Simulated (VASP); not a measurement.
## GaGe: single point with PBE-based screened hybrid with 50 % exact exchange

GaGe:

```
Ge Ga
1.0
     0.00000    2.89784    2.89784
     2.89784    0.00000    2.89784
     2.89784    2.89784    0.00000
Ge Ga
1 1
Direct
  0.00000 0.00000 0.00000
  0.25000 0.25000 0.25000
```

```json
{"Program": "VASP 6.6.1", "Task": "single point", "Functional": "PBE-based screened hybrid with 50 % exact exchange", "Potentials or basis": "VASP PAW PBE potentials, release 64 (Ge_d, Ga_d)", "Cutoff": "520 eV", "k mesh": "5 × 5 × 5", "Occupations": "fermi-dirac, width 0.05 eV", "Spin": "no spin polarisation"}
```

| Item | Value |
| --- | --- |
| Pressure | -2.7 GPa |
| Band gap on the k mesh | zero (an odd number of electrons rules out a gap without spin polarisation) |

Levels at points of the mesh, in eV from the Fermi level:
| k point | band 10 | band 11 | band 12 | band 13 | band 14 | band 15 | band 16 | band 17 |
| --- | --- | --- | --- | --- | --- | --- | --- | --- |
| (0.00, 0.00, 0.00) | -19.75 | -12.94 | 2.28 | 2.28 | 2.28 | 3.73 | 5.68 | 5.68 |

Run time: 27 min on 1 thread of Intel(R) Xeon(R) Platinum 8375C CPU @ 2.90GHz (Ice Lake), on a shared host, peak memory 0.3 GiB.

Caveat: the k points lie up to 0.38 Å⁻¹ apart, too coarse for converged energies and pressures of a metal; the PAW data sets were made with another functional, which shifts forces and pressure a little.
